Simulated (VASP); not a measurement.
A run of VASP 6.6.1:

POSCAR

```
Se
1.0
    2.3912690000      0.0000000000      0.0000000000
   -0.7080256539      2.2840462132      0.0000000000
   -0.7080256539     -0.9607424365      2.0721585544
Se
1
Direct
    0.0000000000      0.0000000000      0.0000000000
```

File INCAR.step1:

```
SYSTEM = Se
PREC     = Accurate       ! precision mode
ENCUT    = 520            ! plane-wave cutoff, eV
ISMEAR   = -1             ! smearing method
SIGMA    = 0.1            ! smearing width, eV
LREAL    = .False.        ! projectors in reciprocal space
LASPH    = .True.         ! aspherical terms in the spheres
NELM     = 80             ! most SCF steps
NBANDS   = 9              ! bands
GGA      = PE             ! functional
ALGO     = Normal         ! electronic algorithm
EDIFF    = 1E-4           ! SCF threshold, eV
LWAVE    = .True.         ! write WAVECAR
LCHARG   = .False.        ! write CHGCAR
```

The input INCAR.step2:

```
SYSTEM = Se
PREC     = Accurate       ! precision mode
ENCUT    = 520            ! plane-wave cutoff, eV
EDIFF    = 1E-6           ! SCF threshold, eV
ISMEAR   = -1             ! smearing method
SIGMA    = 0.1            ! smearing width, eV
LREAL    = .False.        ! projectors in reciprocal space
LASPH    = .True.         ! aspherical terms in the spheres
NELM     = 80             ! most SCF steps
ALGO     = Normal         ! electronic algorithm
ISIF     = 2              ! what is computed and relaxed
LWAVE    = .False.        ! write WAVECAR
LCHARG   = .True.         ! write CHGCAR
METAGGA  = R2SCAN         ! meta-GGA
LMIXTAU  = .True.       
LELF     = .True.         ! ELF
LVHAR    = .True.       
NBANDS   = 9              ! bands
ISTART   = 1
```

KPOINTS

```
Automatic mesh
0
Gamma
  12 12 12
  0 0 0
```

Potentials or basis: VASP PAW PBE potentials, release 64 (Se).

Run with:

```console
$ cat potpaw_PBE.64/Se/POTCAR > POTCAR
$ cp INCAR.step1 INCAR
$ mpirun -np 1 vasp_std > vasp.out
$ cp INCAR.step2 INCAR
$ mpirun -np 1 vasp_std > vasp.out
```

Hardware: 1 thread of AMD EPYC 7R43 64-Core Processor (Zen 3), on a shared host.

How long does it take, and how much memory?

Run time: 79 s on 1 thread of AMD EPYC 7R43 64-Core Processor (Zen 3) (shared host), peak memory 0.1 GiB. Counts: k points 189.
